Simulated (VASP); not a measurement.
# In in VASP: single point with PBE

Aim: the single point of In with PBE.

Program: VASP 6.6.1. These are calculated values, not measurements. Logs are shortened: lines on timing, memory, paths and dates and some standing lists are left out, and cuts for length are marked.

### 1 The cell of the first run

The cell holds a slab with vacuum, 5 atoms: a = 3.378 Å, b = 3.378 Å, c = 24.199 Å, α = 90.00°, β = 90.00°, γ = 85.82°.

### 2 Single point, PBE

The input, INCAR:

```
  ALGO = Normal
  DIPOL = 0.5 0.5 0.500
  EDIFF = 1E-7
  ENCUT = 520
  GGA = PE
  IDIPOL = 3
  ISIF = 2
  ISMEAR = -1
  LASPH = T
  LCHARG = T
  LDIPOL = T
  LELF = T
  LREAL = F
  LVACPOTAV = T
  LVHAR = T
  LWAVE = F
  NBANDS = 40
  NELM = 100
  PREC = Accurate
  SIGMA = 0.05
```

The input, KPOINTS:

```
k-points
0
Gamma
  8 8 1
```

The input, POSCAR:

```
In
1.0
    3.3777442543      0.0000000000      0.0000000000
    0.2462297009      3.3687575131      0.0000000000
    0.0000000000      0.0000000000     24.1988935378
In
5
Direct
    0.5000000000      0.5000000000      0.3099315259
    0.0000000000      0.0000000000      0.4049657630
    0.5000000000      0.5000000000      0.5000000000
    0.0000000000      0.0000000000      0.5950342370
    0.5000000000      0.5000000000      0.6900684741
```

Potentials or basis: VASP PAW PBE potentials, release 64 (In_d).

Started as:

```
$ cat potpaw_PBE.64/In_d/POTCAR > POTCAR
$ mpirun -np 1 vasp_std > vasp.out
```

OUTCAR:

```text
EDIFF = 1E-7
   ENCUT = 520
   GGA = PE
   ISIF = 2
   ISMEAR = -1
   LASPH = T
   LREAL = F
   NELM = 100
   PREC = Accurate

 ion  position               nearest neighbor table
   1  0.500  0.500  0.310-   2 3.25   2 3.25   2 3.38   2 3.38
   2  0.000  0.000  0.405-   3 3.25   3 3.25   1 3.25   1 3.25   3 3.38   3 3.38   1 3.38   1 3.38

   3  0.500  0.500  0.500-   2 3.25   4 3.25   2 3.25   4 3.25   2 3.38   4 3.38   2 3.38   4 3.38

   4  0.000  0.000  0.595-   3 3.25   3 3.25   5 3.25   5 3.25   3 3.38   3 3.38   5 3.38   5 3.38

   5  0.500  0.500  0.690-   4 3.25   4 3.25   4 3.38   4 3.38

  LATTYP: Found a base centered orthorhombic cell.
 ALAT       =     4.5994467689
 B/A-ratio  =     1.0757598139
 C/A-ratio  =     5.2612617894

  Lattice vectors:

 A1 = (  -0.2462297009,  -3.3687575131,   0.0000000000)
 A2 = (   3.3777442543,   0.0000000000,   0.0000000000)
 A3 = (   0.0000000000,   0.0000000000,  24.1988935378)

Analysis of symmetry for initial positions (statically):
=====================================================================
 Subroutine PRICEL returns:
 Original cell was already a primitive cell.

 Routine SETGRP: Setting up the symmetry group for a
 base centered orthorhombic supercell.

 Subroutine GETGRP returns: Found  8 space group operations
 (whereof  8 operations were pure point group operations)
 out of a pool of  8 trial point group operations.

The static configuration has the point symmetry D_2h.

Analysis of symmetry for dynamics (positions and initial velocities):
=====================================================================
 Subroutine PRICEL returns:
 Original cell was already a primitive cell.

 Routine SETGRP: Setting up the symmetry group for a
 base centered orthorhombic supercell.

 Subroutine GETGRP returns: Found  8 space group operations
 (whereof  8 operations were pure point group operations)
 out of a pool of  8 trial point group operations.

The dynamic configuration has the point symmetry D_2h.

 Subroutine INISYM returns: Found  8 space group operations
 (whereof  8 operations are pure point group operations),
 and found     1 'primitive' translations

----------------------------------------------------------------------------------------

                                     Primitive cell

  volume of cell :     275.3544

  direct lattice vectors                    reciprocal lattice vectors
     3.377744254  0.000000000  0.000000000     0.296055570 -0.021639336  0.000000000
     0.246229701  3.368757513  0.000000000     0.000000000  0.296845349  0.000000000
     0.000000000  0.000000000 24.198893538     0.000000000  0.000000000  0.041324203

  length of vectors
     3.377744254  3.377744254 24.198893538     0.296845349  0.296845349  0.041324203

  position of ions in fractional coordinates (direct lattice)
     0.500000000  0.500000000  0.309931526
     0.000000000  0.000000000  0.404965763
     0.500000000  0.500000000  0.500000000
     0.000000000  0.000000000  0.595034237
     0.500000000  0.500000000  0.690068474

  ion indices of the primitive-cell ions
   primitive index   ion index
                 1           1
                 2           2
                 3           3
                 4           4
                 5           5

----------------------------------------------------------------------------------------

 KPOINTS: k-points

Automatic generation of k-mesh.
 Grid dimensions read from file:
 generate k-points for:    8    8    1

 Generating k-lattice:

  Cartesian coordinates                     Fractional coordinates (reciprocal lattice)
     0.037006946 -0.002704917  0.000000000     0.125000000  0.000000000  0.000000000
     0.000000000  0.037105669  0.000000000     0.000000000  0.125000000  0.000000000
     0.000000000  0.000000000  0.041324203     0.000000000  0.000000000  1.000000000

  Length of vectors
     0.037105669  0.037105669  0.041324203

  Shift w.r.t. Gamma in fractional coordinates (k-lattice)
     0.000000000  0.000000000  0.000000000

 Subroutine IBZKPT returns following result:
 ===========================================

 Found     21 irreducible k-points:

 Following reciprocal coordinates:
            Coordinates               Weight
  0.000000  0.000000  0.000000      1.000000
  0.125000  0.000000  0.000000      4.000000
  0.250000  0.000000  0.000000      4.000000
  0.375000  0.000000  0.000000      4.000000
  0.500000  0.000000  0.000000      2.000000
  0.125000  0.125000  0.000000      2.000000
[... 13 lines left out ...]
 -0.375000  0.375000  0.000000      2.000000
  0.500000  0.500000  0.000000      1.000000
   k-points           NKPTS =     21   k-points in BZ     NKDIM =     21   number of bands    NBANDS=     40
   number of dos      NEDOS =    301   number of ions     NIONS =      5
   total plane-waves  NPLWV = 141120
   dimension x,y,z NGX =    28 NGY =   28 NGZ =  180
   dimension x,y,z NGXF=    56 NGYF=   56 NGZF=  360
   ions per type =               5
   NGX,Y,Z   is equivalent  to a cutoff of  13.78, 13.78, 12.37 a.u.
   NGXF,Y,Z  is equivalent  to a cutoff of  27.56, 27.56, 24.73 a.u.
 SYSTEM =  unknown system
   PREC   = accura    normal or accurate (medium, high low for compatibility)
   ISTART =      0    job   : 0-new  1-cont  2-samecut
   ICHARG =      2    charge: 1-file 2-atom 10-const
   ISPIN  =      1    spin polarized calculation?
   LNONCOLLINEAR =      F non collinear calculations
   LSORBIT =      F    spin-orbit coupling
   LASPH  =      T    aspherical Exc in radial PAW
   ENCUT  =  520.0 eV  38.22 Ry    6.18 a.u.   6.28  6.28 44.99*2*pi/ulx,y,z
   NELM   =    100;   NELMIN=  2; NELMDL= -5     # of ELM steps
   EDIFF  = 0.1E-06   stopping-criterion for ELM
   LREAL  =      F    real-space projection
   EDIFFG = 0.1E-05   stopping-criterion for IOM
   NSW    =      0    number of steps for IOM
   IBRION =     -1    ionic relax: 0-MD 1-quasi-New 2-CG
   NFREE  =      0    steps in history (QN), initial steepest desc. (CG)
   ISIF   =      2    stress and relaxation
   ISYM   =      2    0-nonsym 1-usesym 2-fastsym
   POTIM  = 0.5000    time-step for ionic-motion
   TEBEG  =    0.0;   TEEND  =   0.0 temperature during run
   PSTRESS=    0.0 pullay stress
   NELECT =      65.0000    total number of electrons
   NUPDOWN=      -1.0000    fix difference up-down
   EMIN   =  10.00;   EMAX   =-10.00  energy-range for DOS
   EFERMI =   0.00;   METHOD = LEGACY
   ISMEAR =    -1;   SIGMA  =   0.05  broadening in eV -4-tet -1-fermi 0-gaus
   EFERMI_NEDOS =   21; number of points for ismear=-14 and -15
   IALGO  =     38    algorithm
   IMIX   =      4    mixing-type and parameters
     AMIX     =   0.40;   BMIX     =  1.00
     AMIX_MAG =   1.60;   BMIX_MAG =  1.00
  volume/ion in A,a.u.               =      55.07       371.64
  Fermi-wavevector in a.u.,A,eV,Ry     =   1.011770  1.911969 13.928001  1.023679
  Thomas-Fermi vector in A             =   2.144840
   LORBIT       =      0    0 simple, 1 ext, 2 COOP (PROOUT), +10 PAW based schemes
   GGA     = PE    functional components
   LHFCALC =     F    Hartree Fock is set to
   AEXX    =    0.0000 exact exchange contribution
   IVDW    =     0    specifies the selected vdW correction
   LEPSILON=     F    determine dielectric tensor
   LRPA    =     F    only Hartree local field effects (RPA)
 non-spin polarized calculation
  energy-cutoff  :      520.00
  volume of cell :      275.35
 maximum number of plane-waves:      7481
 NGX is ok and might be reduce to    28
   NGX = 13   NGY = 13   NGZ = 89

 dipolmoment           0.000000      0.000000      0.000000 electrons x Angstroem

 number of electron      64.9999988 magnetization

 dipolmoment           0.000000      0.000000     -0.000000 electrons x Angstroem

 Free energy of the ion-electron system (eV)
  ---------------------------------------------------
  ext. energy  EPLUGINS =         0.00000000
  ---------------------------------------------------
  free energy    TOTEN  =       -12.28953047 eV

  energy without entropy =      -12.26842194  energy(sigma->0) =      -12.27897621

 E-fermi :   1.5130     XC(G=0):  -5.5686

 val. band max:        1.4905493650   @ k =  -0.2500   0.2500   0.0000
 cond. band min:       1.5141155247   @ k =   0.3750   0.2500   0.0000
 fundamental gap:      0.0235661597
 Fermi energy:         1.5129791391

 k-point     1 :       0.0000    0.0000    0.0000
  band No.  band energies     occupation
      1     -13.2645      2.00000
      2     -13.2259      2.00000
      3     -13.1878      2.00000
      4     -13.1463      2.00000
      5     -13.1340      2.00000
      6     -13.1254      2.00000
[... 32 lines left out ...]
     39       6.4737      0.00000
     40       6.6218      0.00000

 k-point     2 :       0.1250    0.0000    0.0000
  band No.  band energies     occupation
      1     -13.2348      2.00000
      2     -13.2007      2.00000
      3     -13.1618      2.00000
      4     -13.1289      2.00000
      5     -13.1251      2.00000
      6     -13.1132      2.00000
[... 32 lines left out ...]
     39       6.6059      0.00000
     40       6.6817      0.00000

 k-point     3 :       0.2500    0.0000    0.0000
  band No.  band energies     occupation
      1     -13.1830      2.00000
      2     -13.1596      2.00000
      3     -13.1185      2.00000
      4     -13.1173      2.00000
      5     -13.0907      2.00000
      6     -13.0804      2.00000
[... 32 lines left out ...]
     39       6.3507      0.00000
     40       6.5294      0.00000

 k-point     4 :       0.3750    0.0000    0.0000
  band No.  band energies     occupation
      1     -13.1345      2.00000
      2     -13.1337      2.00000
      3     -13.1298      2.00000
      4     -13.1078      2.00000
      5     -13.0904      2.00000
      6     -13.0830      2.00000
[... 32 lines left out ...]
     39       6.6701      0.00000
     40       7.0522      0.00000
[... 643 lines left out ...]
     39       3.6375      0.00000
     40       4.2963      0.00000

 k-point    20 :      -0.3750    0.3750    0.0000
  band No.  band energies     occupation
      1     -13.2261      2.00000
      2     -13.2193      2.00000
      3     -13.1894      2.00000
      4     -13.1467      2.00000
      5     -13.1364      2.00000
      6     -13.1298      2.00000
[... 32 lines left out ...]
     39       3.8381      0.00000
     40       4.6068      0.00000

 k-point    21 :       0.5000    0.5000    0.0000
  band No.  band energies     occupation
      1     -13.2896      2.00000
      2     -13.2498      2.00000
      3     -13.1936      2.00000
      4     -13.1890      2.00000
      5     -13.1663      2.00000
      6     -13.1648      2.00000
[... 32 lines left out ...]
     39       3.4281      0.00000
     40       3.6807      0.00000

------------------------ aborting loop because EDIFF is reached ----------------------------------------

  FORCE on cell =-STRESS in cart. coord.  units (eV):
  Direction    XX          YY          ZZ          XY          YZ          ZX
  --------------------------------------------------------------------------------------
  -------------------------------------------------------------------------------------
  Total       -0.3577291     -0.4062182      1.1121203      0.3316986      0.0000000      0.0000000
  in kB       -2.0814827     -2.3636215      6.4709838      1.9300216      0.0000000      0.0000000
  external PRESSURE =       0.6752932 kB  Pullay stress =       0.0000000 kB

 VOLUME and BASIS-vectors are now :
 -----------------------------------------------------------------------------
  energy-cutoff  :      520.00
  volume of cell :      275.35
      direct lattice vectors                 reciprocal lattice vectors
     3.377744254  0.000000000  0.000000000     0.296055570 -0.021639336  0.000000000
     0.246229701  3.368757513  0.000000000     0.000000000  0.296845349  0.000000000
     0.000000000  0.000000000 24.198893538     0.000000000  0.000000000  0.041324203

 POSITION                                       TOTAL-FORCE (eV/Angst)
 -----------------------------------------------------------------------------------
      1.81199      1.68438      7.50000         0.000000      0.000000     -0.147111
      0.00000      0.00000      9.79972         0.000000     -0.000000      0.040833
      1.81199      1.68438     12.09945        -0.000000      0.000000      0.000000
      0.00000      0.00000     14.39917        -0.000000      0.000000     -0.040833
      1.81199      1.68438     16.69889         0.000000      0.000000      0.147111
 -----------------------------------------------------------------------------------
    total drift:                                0.000000      0.000000      0.000000

  FREE ENERGIE OF THE ION-ELECTRON SYSTEM (eV)
  ---------------------------------------------------
  free  energy   TOTEN  =       -12.2895304710 eV

  energy  without entropy=      -12.2684219404  energy(sigma->0) =      -12.27897621

 vacuum level on the upper side and lower side of the slab         5.454         5.454
```

Run time: 6.6 min. Hardware: 1 thread of Intel Xeon Platinum 8259CL at 2.50GHz (Skylake/Cascade Lake), shared host; peak memory 0.44 GiB.

What came out:

| Quantity | Value |
| --- | --- |
| Free energy | -12.2895 eV |
| Largest force | 0.147 eV/Å |
| Band gap on the k mesh | zero (an odd number of electrons rules out a gap without spin polarisation) |

Forces on the atoms (eV/Å):
```
In   0.000  0.000 -0.147
In   0.000  0.000  0.041
In   0.000  0.000  0.000
In   0.000  0.000 -0.041
In   0.000  0.000  0.147
```

Levels at points of the mesh, in eV from the Fermi level:
| k point | band 28 | band 29 | band 30 | band 31 | band 32 | band 33 | band 34 | band 35 | band 36 | band 37 |
| --- | --- | --- | --- | --- | --- | --- | --- | --- | --- | --- |
| (0.00, 0.00, 0.00) | -7.24 | -5.54 | -3.44 | -1.29 | 1.23 | 3.09 | 3.65 | 3.87 | 4.29 | 4.74 |
| (0.50, 0.00, 0.00) | -4.93 | -4.88 | -4.15 | -2.87 | -2.05 | -1.31 | -0.15 | 0.77 | 2.09 | 3.22 |
| (0.50, 0.50, 0.00) | -2.26 | -1.66 | -1.62 | -1.51 | -1.50 | -1.39 | -0.78 | -0.21 | 0.55 | 1.39 |

Caveat: spin-orbit coupling is left out, which moves the levels of the heavy elements.
